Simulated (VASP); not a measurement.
A run of VASP 6.6.1:

Contents of INCAR:

```
PREC     = Accurate       # precision mode
ENCUT    = 520            # plane-wave cutoff, eV
EDIFF    = 1E-8           # SCF threshold, eV
ISMEAR   = -1             # smearing method
SIGMA    = 0.01           # smearing width, eV
LREAL    = False          # projectors in reciprocal space
LASPH    = True           # aspherical terms in the spheres
NELM     = 100            # most SCF steps
ALGO     = Normal         # electronic algorithm
ISIF     = 2              # what is computed and relaxed
LWAVE    = False          # write WAVECAR
LCHARG   = False          # write CHGCAR
GGA      = PE             # functional
LEFG     = True         
NBANDS   = 55             # bands
```

KPOINTS

```
regular mesh
0
Gamma
  6 6 6
```

File POSCAR:

```
In2O3
1.0
    2.7581043173      1.5923922700      4.8636867567
   -2.7581043173      1.5923922700      4.8636867567
    0.0000000000     -3.1847845401      4.8636867567
In O
4 6
Direct
    0.6428840000      0.6428840000      0.6428840000
    0.8571160000      0.8571160000      0.8571160000
    0.3571160000      0.3571160000      0.3571160000
    0.1428840000      0.1428840000      0.1428840000
    0.0464953000      0.7500000000      0.4535047000
    0.7500000000      0.4535047000      0.0464953000
    0.4535047000      0.0464953000      0.7500000000
    0.9535047000      0.2500000000      0.5464953000
    0.5464953000      0.9535047000      0.2500000000
    0.2500000000      0.5464953000      0.9535047000
```

Potentials or basis: VASP PAW PBE potentials, release 64 (In_d, O).

Run with:

```bash
$ cat potpaw_PBE.64/In_d/POTCAR potpaw_PBE.64/O/POTCAR > POTCAR
$ mpirun -np 1 vasp_std > vasp.out
```

Hardware: 1 thread of Oxide Virtual Turin-like Processor (shared host).

Problem. How long does it take, and how much memory?

Solution. It took 7.4 min on 1 thread of Oxide Virtual Turin-like Processor, with other jobs on the host, peak memory 0.37 GiB. Counts: scf iterations 18, k points 32.
